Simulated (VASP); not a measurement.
Input of a VASP 6.6.1 run:

File POSCAR:

```
NaCl
1.0
    3.4548573058      0.0000000000      0.0000000000
    0.0000000000      3.4548573058      0.0000000000
    0.0000000000      0.0000000000      3.4548573058
Cl Na
1 1
Direct
    0.5000000000      0.5000000000      0.5000000000
    0.0000000000      0.0000000000      0.0000000000
```

File INCAR.step1:

```
ALGO     = Normal         # electronic algorithm
EDIFF    = 1E-5           # SCF threshold, eV
ENCUT    = 520            # plane-wave cutoff, eV
GGA      = PE             # functional
ISIF     = 2              # what is computed and relaxed
ISMEAR   = -1             # smearing method
LASPH    = T              # aspherical terms in the spheres
LCHARG   = F              # write CHGCAR
LREAL    = F              # projectors in reciprocal space
LWAVE    = T              # write WAVECAR
NBANDS   = 14             # bands
NELM     = 60             # most SCF steps
PREC     = Accurate       # precision mode
SIGMA    = 0.05           # smearing width, eV
```

The input INCAR.step2:

```
AEXX     = 0.25           # exact-exchange fraction
ALGO     = Normal         # electronic algorithm
EDIFF    = 1E-6           # SCF threshold, eV
ENCUT    = 520            # plane-wave cutoff, eV
GGA      = PE             # functional
ISIF     = 2              # what is computed and relaxed
ISMEAR   = -1             # smearing method
ISTART   = 1            
LASPH    = T              # aspherical terms in the spheres
LCHARG   = F              # write CHGCAR
LHFCALC  = T              # exact exchange
LREAL    = F              # projectors in reciprocal space
LWAVE    = F              # write WAVECAR
NBANDS   = 14             # bands
NELM     = 60             # most SCF steps
PREC     = Accurate       # precision mode
PRECFOCK = Normal       
SIGMA    = 0.05           # smearing width, eV
```

Contents of KPOINTS:

```
k-points
0
Gamma
  4 4 4
```

Potentials or basis: VASP PAW PBE potentials, release 64 (Cl, Na_pv).

Run with:

```bash
$ cat potpaw_PBE.64/Cl/POTCAR potpaw_PBE.64/Na_pv/POTCAR > POTCAR
$ cp INCAR.step1 INCAR
$ mpirun -np 1 vasp_std > vasp.out
$ cp INCAR.step2 INCAR
$ mpirun -np 1 vasp_std > vasp.out
```

Task: Predict the pressure.

Result: 0.6 GPa.

Task: Estimate the band gap on the k mesh.

Result: 6.18 eV (least direct gap 6.76 eV).

Caveat: the k points lie up to 0.45 Å⁻¹ apart; the PAW data sets were made with another functional, which shifts forces and pressure a little. A k mesh can miss the band edges.
